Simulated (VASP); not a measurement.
Here is a VASP 6.6.1 calculation.

INCAR

```
SYSTEM = K2ICl
  ALGO = Normal
  EDIFF = 1E-7
  ENCUT = 520
  GGA = PE
  ISIF = 2
  ISMEAR = 0
  LASPH = .TRUE.
  LCHARG = .FALSE.
  LREAL = .FALSE.
  LWAVE = .FALSE.
  NBANDS = 24
  NELM = 60
  PREC = Accurate
  SIGMA = 0.01
```

Contents of KPOINTS:

```
k-points
0
G
  6 6 6
  0 0 0
```

POSCAR

```
K2ICl
1.0
    2.3574209411      1.3610576149      7.7636041567
   -2.3574209411      1.3610576149      7.7636041567
    0.0000000000     -2.7221152299      7.7636041567
Cl I K
1 1 2
Direct
    1.0000000000      0.0000000000      0.0000000000
    0.5000000000      0.5000000000      0.5000000000
    0.2599441894      0.2599441894      0.2599441894
    0.7400558106      0.7400558106      0.7400558106
```

Potentials or basis: VASP PAW PBE potentials, release 64 (Cl, I, K_sv).

The run is started by

```sh
$ cat potpaw_PBE.64/Cl/POTCAR potpaw_PBE.64/I/POTCAR potpaw_PBE.64/K_sv/POTCAR > POTCAR
$ mpirun -np 1 vasp_std > vasp.out
```

Predict the largest force.

0.018 eV/Å.

Predict the band gap on the k mesh.

3.81 eV, direct.

Estimate the pressure.

0.6 GPa.

Forces on the atoms (eV/Å):
```
Cl   0.000  0.000  0.000
I    0.000  0.000  0.000
K    0.000  0.000 -0.018
K    0.000  0.000  0.018
```

Caveat: spin-orbit coupling is left out, which moves the levels of the heavy elements. A k mesh can miss the band edges.
